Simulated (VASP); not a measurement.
BaZr2O5:

```
Ba Zr O
1.0
    -0.04246    0.06040    4.07298
    -4.33152   -0.00667    0.04339
     2.15512   -6.90105   -0.12017
Ba Zr O
1 2 5
Direct
  0.50178 0.48397 0.99433
  0.99281 0.15125 0.31518
  0.01816 0.84570 0.68497
  0.00974 0.99436 0.00992
  0.49918 0.14651 0.27175
  0.51168 0.85325 0.73495
  0.98506 0.70910 0.35409
  0.98160 0.31586 0.63481
```

```yaml
Program: VASP 6.6.1
Task: relaxation of cell and atoms
Functional: PBE
Potentials_or_basis: VASP PAW PBE potentials, release 64 (Ba_sv, Zr_sv, O)
Cutoff: 600 eV
k_mesh: 4 × 4 × 4
Occupations: gaussian, width 0.1 eV
Spin: no spin polarisation
```

At the start: pressure -3.7 GPa; volume 15.22 Å³/atom.

Problem. Where does the relaxation end?

Solution. Over 18 steps the energy falls by 57.5 meV/atom and the volume is 14.69 Å³/atom (-3.5 %); space group P1 (No. 1, to 0.1 Å) before, Cmmm (No. 65, to 0.1 Å).

Step by step:
```tsv
step	energy change (eV)	largest force (eV/Å)	pressure (GPa)	volume (Å³)
1	0.0000	1.6412	-3.66	121.77
2	-0.3538	0.8026	3.16	115.68
3	-0.3538	0.7907	3.31	115.57
4	-0.4179	0.5027	-1.68	118.94
5	-0.4237	0.3949	-0.64	118.15
6	-0.4434	0.2041	-0.05	117.70
7	-0.4456	0.2474	0.24	117.49
8	-0.4528	0.1288	-0.15	117.69
9	-0.4530	0.1389	-0.21	117.72
10	-0.4572	0.0807	0.11	117.48
11	-0.4573	0.0750	0.16	117.44
12	-0.4583	0.0602	-0.18	117.67
13	-0.4584	0.0532	-0.35	117.79
14	-0.4591	0.0420	-0.19	117.66
15	-0.4594	0.0364	0.06	117.46
16	-0.4596	0.0265	0.02	117.48
17	-0.4597	0.0314	-0.04	117.52
18	-0.4598	0.0239	0.01	117.49
```

Final structure:
```yaml
crystal:
  lattice:
    - [0.00090, -0.00751, 4.12937]
    - [-4.23135, -0.00094, 0.00006]
    - [2.11473, -6.72378, 0.01202]
  atoms:
    - { symbol: Ba, position: [0.49954, 0.50052, 0.00000] }
    - { symbol: Zr, position: [0.99706, 0.15756, 0.31492] }
    - { symbol: Zr, position: [0.00323, 0.84264, 0.68518] }
    - { symbol: O, position: [0.99986, 0.99742, 0.00014] }
    - { symbol: O, position: [0.49848, 0.14056, 0.27834] }
    - { symbol: O, position: [0.50149, 0.86109, 0.72151] }
    - { symbol: O, position: [0.99932, 0.67878, 0.35698] }
    - { symbol: O, position: [0.00102, 0.32142, 0.64293] }
```
